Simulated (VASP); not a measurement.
# AlP (l.bB) (F-43m) in VASP: further runs

Runs on AlP (l.bB). Level: LDA. Tasks: single point.

Program: VASP 6.6.1. These are calculated values, not measurements. Logs are shortened: lines on timing, memory, paths and dates and some standing lists are left out, and cuts for length are marked.

## 1. The cell of the first run

The structure is cubic, space group F-43m (No. 216). Conventional cell: a = 5.470 Å, b = 5.470 Å, c = 5.470 Å, α = 90.00°, β = 90.00°, γ = 90.00°. Al (site symmetry -43m) has 4 P at 2.37 Å within 3.1 Å. P (site symmetry -43m) has 4 Al at 2.37 Å within 3.1 Å.

## 2. Single point, LDA

Input file INCAR:

```
  PREC = Accurate
  ENCUT = 500
  EDIFF = 1E-6
  ISMEAR = 0
  SIGMA = 0.1
  LREAL = F
  LASPH = T
  NELM = 120
  ALGO = Normal
  ISIF = 2
  LWAVE = F
  LCHARG = F
  NBANDS = 11
  GGA_COMPAT = F
```

Input file KPOINTS:

```
Automatic mesh
0
Gamma
  6 6 6
```

Input file POSCAR:

```
AlP
1.0
    0.0000000000      2.7350000000      2.7350000000
    2.7350000000      0.0000000000      2.7350000000
    2.7350000000      2.7350000000      0.0000000000
Al P
1 1
Direct
    0.0000000000      0.0000000000      0.0000000000
    0.2500000000      0.2500000000      0.2500000000
```

Potentials or basis: VASP PAW LDA potentials, release 64 (Al, P).

The run is started by

```console
> cat potpaw_LDA.64/Al/POTCAR potpaw_LDA.64/P/POTCAR > POTCAR
> mpirun -np 1 vasp_std > vasp.out
```

OUTCAR:

```text
PREC = Accurate
   ENCUT = 500
   EDIFF = 1E-6
   ISMEAR = 0
   LREAL = F
   LASPH = T
   NELM = 120
   ISIF = 2

 ion  position               nearest neighbor table
   1  0.000  0.000  0.000-   2 2.37   2 2.37   2 2.37   2 2.37
   2  0.250  0.250  0.250-   1 2.37   1 2.37   1 2.37   1 2.37

  LATTYP: Found a face centered cubic cell.
 ALAT       =     5.4700000000

  Lattice vectors:

 A1 = (   0.0000000000,   2.7350000000,   2.7350000000)
 A2 = (   2.7350000000,   0.0000000000,   2.7350000000)
 A3 = (   2.7350000000,   2.7350000000,   0.0000000000)

Analysis of symmetry for initial positions (statically):
=====================================================================
 Subroutine PRICEL returns:
 Original cell was already a primitive cell.

 Routine SETGRP: Setting up the symmetry group for a
 face centered cubic supercell.

 Subroutine GETGRP returns: Found 24 space group operations
 (whereof 24 operations were pure point group operations)
 out of a pool of 48 trial point group operations.

The static configuration has the point symmetry T_d .

Analysis of symmetry for dynamics (positions and initial velocities):
=====================================================================
 Subroutine PRICEL returns:
 Original cell was already a primitive cell.

 Routine SETGRP: Setting up the symmetry group for a
 face centered cubic supercell.

 Subroutine GETGRP returns: Found 24 space group operations
 (whereof 24 operations were pure point group operations)
 out of a pool of 48 trial point group operations.

The dynamic configuration has the point symmetry T_d .

 Subroutine INISYM returns: Found 24 space group operations
 (whereof 24 operations are pure point group operations),
 and found     1 'primitive' translations

----------------------------------------------------------------------------------------

                                     Primitive cell

  volume of cell :      40.9168

  direct lattice vectors                    reciprocal lattice vectors
     0.000000000  2.735000000  2.735000000    -0.182815356  0.182815356  0.182815356
     2.735000000  0.000000000  2.735000000     0.182815356 -0.182815356  0.182815356
     2.735000000  2.735000000  0.000000000     0.182815356  0.182815356 -0.182815356

  length of vectors
     3.867874093  3.867874093  3.867874093     0.316645486  0.316645486  0.316645486

  position of ions in fractional coordinates (direct lattice)
     0.000000000  0.000000000  0.000000000
     0.250000000  0.250000000  0.250000000

  ion indices of the primitive-cell ions
   primitive index   ion index
                 1           1
                 2           2

----------------------------------------------------------------------------------------

 KPOINTS: Automatic mesh

Automatic generation of k-mesh.
 Grid dimensions read from file:
 generate k-points for:    6    6    6

 Generating k-lattice:

  Cartesian coordinates                     Fractional coordinates (reciprocal lattice)
    -0.030469226  0.030469226  0.030469226     0.166666667  0.000000000  0.000000000
     0.030469226 -0.030469226  0.030469226     0.000000000  0.166666667  0.000000000
     0.030469226  0.030469226 -0.030469226     0.000000000  0.000000000  0.166666667

  Length of vectors
     0.052774248  0.052774248  0.052774248

  Shift w.r.t. Gamma in fractional coordinates (k-lattice)
     0.000000000  0.000000000  0.000000000

 Subroutine IBZKPT returns following result:
 ===========================================

 Found     16 irreducible k-points:

 Following reciprocal coordinates:
            Coordinates               Weight
  0.000000  0.000000  0.000000      1.000000
  0.166667  0.000000  0.000000      8.000000
  0.333333  0.000000  0.000000      8.000000
  0.500000  0.000000  0.000000      4.000000
  0.166667  0.166667  0.000000      6.000000
  0.333333  0.166667  0.000000     24.000000
[... 8 lines left out ...]
 -0.333333  0.333333  0.166667     24.000000
 -0.333333  0.500000  0.166667     12.000000
   k-points           NKPTS =     16   k-points in BZ     NKDIM =     16   number of bands    NBANDS=     11
   number of dos      NEDOS =    301   number of ions     NIONS =      2
   total plane-waves  NPLWV =  21952
   dimension x,y,z NGX =    28 NGY =   28 NGZ =   28
   dimension x,y,z NGXF=    56 NGYF=   56 NGZF=   56
   ions per type =               1   1
   NGX,Y,Z   is equivalent  to a cutoff of  12.03, 12.03, 12.03 a.u.
   NGXF,Y,Z  is equivalent  to a cutoff of  24.07, 24.07, 24.07 a.u.
 SYSTEM =  unknown system
   PREC   = accura    normal or accurate (medium, high low for compatibility)
   ISTART =      0    job   : 0-new  1-cont  2-samecut
   ICHARG =      2    charge: 1-file 2-atom 10-const
   ISPIN  =      1    spin polarized calculation?
   LNONCOLLINEAR =      F non collinear calculations
   LSORBIT =      F    spin-orbit coupling
   LASPH  =      T    aspherical Exc in radial PAW
   ENCUT  =  500.0 eV  36.75 Ry    6.06 a.u.   7.05  7.05  7.05*2*pi/ulx,y,z
   NELM   =    120;   NELMIN=  2; NELMDL= -5     # of ELM steps
   EDIFF  = 0.1E-05   stopping-criterion for ELM
   LREAL  =      F    real-space projection
   EDIFFG = 0.1E-04   stopping-criterion for IOM
   NSW    =      0    number of steps for IOM
   IBRION =     -1    ionic relax: 0-MD 1-quasi-New 2-CG
   NFREE  =      0    steps in history (QN), initial steepest desc. (CG)
   ISIF   =      2    stress and relaxation
   ISYM   =      2    0-nonsym 1-usesym 2-fastsym
   POTIM  = 0.5000    time-step for ionic-motion
   TEBEG  =    0.0;   TEEND  =   0.0 temperature during run
   PSTRESS=    0.0 pullay stress
   NELECT =       8.0000    total number of electrons
   NUPDOWN=      -1.0000    fix difference up-down
   EMIN   =  10.00;   EMAX   =-10.00  energy-range for DOS
   EFERMI =   0.00;   METHOD = LEGACY
   ISMEAR =     0;   SIGMA  =   0.10  broadening in eV -4-tet -1-fermi 0-gaus
   EFERMI_NEDOS =   21; number of points for ismear=-14 and -15
   IALGO  =     38    algorithm
   IMIX   =      4    mixing-type and parameters
     AMIX     =   0.40;   BMIX     =  1.00
     AMIX_MAG =   1.60;   BMIX_MAG =  1.00
  volume/ion in A,a.u.               =      20.46       138.06
  Fermi-wavevector in a.u.,A,eV,Ry     =   0.950176  1.795573 12.283814  0.902835
  Thomas-Fermi vector in A             =   2.078528
   LORBIT       =      0    0 simple, 1 ext, 2 COOP (PROOUT), +10 PAW based schemes
   GGA     = CA    functional components
   LHFCALC =     F    Hartree Fock is set to
   AEXX    =    0.0000 exact exchange contribution
   IVDW    =     0    specifies the selected vdW correction
   LEPSILON=     F    determine dielectric tensor
   LRPA    =     F    only Hartree local field effects (RPA)
 non-spin polarized calculation
 Gauss-broadening in eV      SIGMA  =   0.10
  energy-cutoff  :      500.00
  volume of cell :       40.92
 maximum number of plane-waves:      1056
   NGX = 15   NGY = 15   NGZ = 15

 number of electron       8.0000000 magnetization

 Free energy of the ion-electron system (eV)
  ---------------------------------------------------
  ext. energy  EPLUGINS =         0.00000000
  ---------------------------------------------------
  free energy    TOTEN  =       -11.39976040 eV

  energy without entropy =      -11.39976040  energy(sigma->0) =      -11.39976040

 E-fermi :   4.8309     XC(G=0):  -9.4273

 val. band max:        4.4048470413   @ k =   0.0000   0.0000   0.0000
 cond. band min:       5.8525152802   @ k =   0.5000   0.5000   0.0000
 fundamental gap:      1.4476682389
 Fermi energy:         4.8309324324

 k-point     1 :       0.0000    0.0000    0.0000
  band No.  band energies     occupation
      1      -7.0701      2.00000
      2       4.4048      2.00000
      3       4.4048      2.00000
      4       4.4048      2.00000
      5       7.4750      0.00000
      6       8.8661      0.00000
      7       8.8661      0.00000
      8       8.8661      0.00000
      9      13.2084      0.00000
     10      13.2084      0.00000
     11      14.3432      0.00000

 k-point     2 :       0.1667    0.0000    0.0000
  band No.  band energies     occupation
      1      -6.7671      2.00000
      2       2.5069      2.00000
      3       4.1607      2.00000
      4       4.1607      2.00000
      5       7.8575      0.00000
      6       9.2999      0.00000
      7       9.2999      0.00000
      8       9.9016      0.00000
      9      12.5392      0.00000
     10      12.5392      0.00000
     11      14.9850      0.00000

 k-point     3 :       0.3333    0.0000    0.0000
  band No.  band energies     occupation
      1      -5.9762      2.00000
      2       0.0397      2.00000
      3       3.7887      2.00000
      4       3.7887      2.00000
      5       7.2874      0.00000
      6       9.3570      0.00000
      7       9.3570      0.00000
      8      12.1308      0.00000
      9      13.4520      0.00000
     10      13.4520      0.00000
     11      14.4646      0.00000

 k-point     4 :       0.5000    0.0000    0.0000
  band No.  band energies     occupation
      1      -5.3853      2.00000
      2      -1.1545      2.00000
      3       3.6393      2.00000
      4       3.6393      2.00000
      5       7.0477      0.00000
      6       9.1309      0.00000
      7       9.1309      0.00000
      8      12.4535      0.00000
      9      15.8904      0.00000
     10      15.8904      0.00000
     11      15.9384      0.00000
[... 127 lines left out ...]
 k-point    14 :       0.5000    0.3333    0.1667
  band No.  band energies     occupation
      1      -5.3491      2.00000
      2      -0.0446      2.00000
      3       1.7079      2.00000
      4       2.8015      2.00000
      5       8.1446      0.00000
      6       9.1138      0.00000
      7       9.7717      0.00000
      8      12.4924      0.00000
      9      13.6271      0.00000
     10      15.7108      0.00000
     11      17.6420      0.00000

 k-point    15 :      -0.3333    0.3333    0.1667
  band No.  band energies     occupation
      1      -4.8850      2.00000
      2      -0.6141      2.00000
      3       1.2509      2.00000
      4       2.4070      2.00000
      5       8.3434      0.00000
      6       9.2405      0.00000
      7      11.1625      0.00000
      8      11.9342      0.00000
      9      13.1347      0.00000
     10      16.1669      0.00000
     11      17.1902      0.00000

 k-point    16 :      -0.3333    0.5000    0.1667
  band No.  band energies     occupation
      1      -4.6822      2.00000
      2      -0.6655      2.00000
      3       1.4754      2.00000
      4       1.7156      2.00000
      5       7.6066      0.00000
      6       8.5903      0.00000
      7      11.9133      0.00000
      8      12.2721      0.00000
      9      15.4273      0.00000
     10      16.2786      0.00000
     11      17.4676      0.00000

------------------------ aborting loop because EDIFF is reached ----------------------------------------

  FORCE on cell =-STRESS in cart. coord.  units (eV):
  Direction    XX          YY          ZZ          XY          YZ          ZX
  --------------------------------------------------------------------------------------
  -------------------------------------------------------------------------------------
  Total       -0.4177858     -0.4177858     -0.4177858     -0.0000000     -0.0000000      0.0000000
  in kB      -16.3592090    -16.3592090    -16.3592090     -0.0000000     -0.0000000      0.0000000
  external PRESSURE =     -16.3592090 kB  Pullay stress =       0.0000000 kB

 VOLUME and BASIS-vectors are now :
 -----------------------------------------------------------------------------
  energy-cutoff  :      500.00
  volume of cell :       40.92
      direct lattice vectors                 reciprocal lattice vectors
     0.000000000  2.735000000  2.735000000    -0.182815356  0.182815356  0.182815356
     2.735000000  0.000000000  2.735000000     0.182815356 -0.182815356  0.182815356
     2.735000000  2.735000000  0.000000000     0.182815356  0.182815356 -0.182815356

 POSITION                                       TOTAL-FORCE (eV/Angst)
 -----------------------------------------------------------------------------------
      0.00000      0.00000      0.00000        -0.000000     -0.000000     -0.000000
      1.36750      1.36750      1.36750         0.000000      0.000000      0.000000
 -----------------------------------------------------------------------------------
    total drift:                               -0.000000     -0.000000      0.000000

  FREE ENERGIE OF THE ION-ELECTRON SYSTEM (eV)
  ---------------------------------------------------
  free  energy   TOTEN  =       -11.3997603961 eV

  energy  without entropy=      -11.3997603961  energy(sigma->0) =      -11.39976040
```

It took 8.9 s on 1 thread of Intel Xeon 8259CL, shared host; peak memory 0.13 GiB.

What came out:

```yaml
Free_energy: -11.3998 eV
Pressure: -1.6 GPa
Band_gap_on_the_k_mesh: 1.45 eV, indirect (least direct gap 3.07 eV)
```

Levels at points of the mesh, in eV from the valence-band top:
| k point | band 1 | band 2 | band 3 | band 4 | band 5 | band 6 | band 7 | band 8 |
| --- | --- | --- | --- | --- | --- | --- | --- | --- |
| (0.00, 0.00, 0.00) | -11.47 | 0.00 | 0.00 | 0.00 | 3.07 | 4.46 | 4.46 | 4.46 |
| (0.50, 0.00, 0.00) | -9.79 | -5.56 | -0.77 | -0.77 | 2.64 | 4.73 | 4.73 | 8.05 |
| (0.50, 0.50, 0.00) | -9.12 | -5.34 | -2.11 | -2.11 | 1.45 | 2.33 | 10.84 | 10.84 |

A k mesh can miss the band edges.

## 3. Single point, LDA

This run uses another cell than the first one, of 20.05 Å³/atom, 0.980 times its volume.

Input file INCAR:

```
SYSTEM = AlP
ALGO     = Normal         ! electronic algorithm
EDIFF    = 1E-6           ! SCF threshold, eV
ENCUT    = 500            ! plane-wave cutoff, eV
GGA      = CA             ! functional
GGA_COMPAT= .False.      
ISIF     = 2              ! what is computed and relaxed
ISMEAR   = 0              ! smearing method
LASPH    = .True.         ! aspherical terms in the spheres
LCHARG   = .True.         ! write CHGCAR
LELF     = .True.         ! ELF
LREAL    = .False.        ! projectors in reciprocal space
LVHAR    = .True.       
LWAVE    = .False.        ! write WAVECAR
NBANDS   = 11             ! bands
NELM     = 120            ! most SCF steps
PREC     = Accurate       ! precision mode
SIGMA    = 0.02           ! smearing width, eV
```

Input file KPOINTS:

```
k-points
0
Gamma
  8 8 8
  0 0 0
```

Input file POSCAR:

```
AlP
1.0
    0.0000000000      2.7168541462      2.7168541462
    2.7168541462      0.0000000000      2.7168541462
    2.7168541462      2.7168541462      0.0000000000
Al P
1 1
Direct
    0.0000000000      0.0000000000      0.0000000000
    0.2500000000      0.2500000000      0.2500000000
```

Potentials or basis: VASP PAW LDA potentials, release 64 (Al, P).

The run is started by

```console
> cat potpaw_LDA.64/Al/POTCAR potpaw_LDA.64/P/POTCAR > POTCAR
> mpirun -np 1 vasp_std > vasp.out
```

Wall time 19 s (1 thread of Intel Xeon 8259CL, shared host); peak memory 0.14 GiB.

The run converged. Its results:

| Property | Result |
| --- | --- |
| Free energy | -11.4122 eV |
| Pressure | 0.1 GPa |
| Band gap on the k mesh | 1.41 eV, indirect (least direct gap 3.24 eV) |

Levels at points of the mesh, in eV from the valence-band top:
```tsv
k point	band 2	band 3	band 4	band 5	band 6	band 7
(0.00, 0.00, 0.00)	0.00	0.00	0.00	3.24	4.49	4.49
(0.50, 0.00, 0.00)	-5.65	-0.78	-0.78	2.72	4.74	4.74
(0.50, 0.50, 0.00)	-5.40	-2.15	-2.15	1.41	2.33	11.01
```
